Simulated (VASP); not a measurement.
Here is a VASP 6.6.1 calculation.

File INCAR:

```
PREC = Accurate ; ENCUT = 520
EDIFF = 1E-6 ; ISMEAR = -1
SIGMA = 0.1 ; LREAL = False
LASPH = True ; NELM = 80
ALGO = Normal ; ISIF = 2
LWAVE = False ; LCHARG = False
NBANDS = 21
```

Contents of KPOINTS:

```
Automatic mesh
0
Gamma
  18 18 18
```

POSCAR

```
Ge
1.0
   -2.4381720198      2.4381720198      1.3348333555
    2.4381720198     -2.4381720198      1.3348333555
    2.4381720198      2.4381720198     -1.3348333555
Ge
2
Direct
    0.2500000000      0.7500000000      0.5000000000
    0.5000000000      0.5000000000      0.0000000000
```

Potentials or basis: VASP PAW LDA potentials, release 64 (Ge_d).

Launch:

```sh
$ cat potpaw_LDA.64/Ge_d/POTCAR > POTCAR
$ mpirun -np 1 vasp_std > vasp.out
```

**Question.** What does it give for the pressure?

**Answer.** 13.5 GPa.

**Question.** What does it give for the band gap on the k mesh?

**Answer.** Zero (bands 14 and 15 overlap by 6.41 eV).

Caveat: the cell stands under pressure.
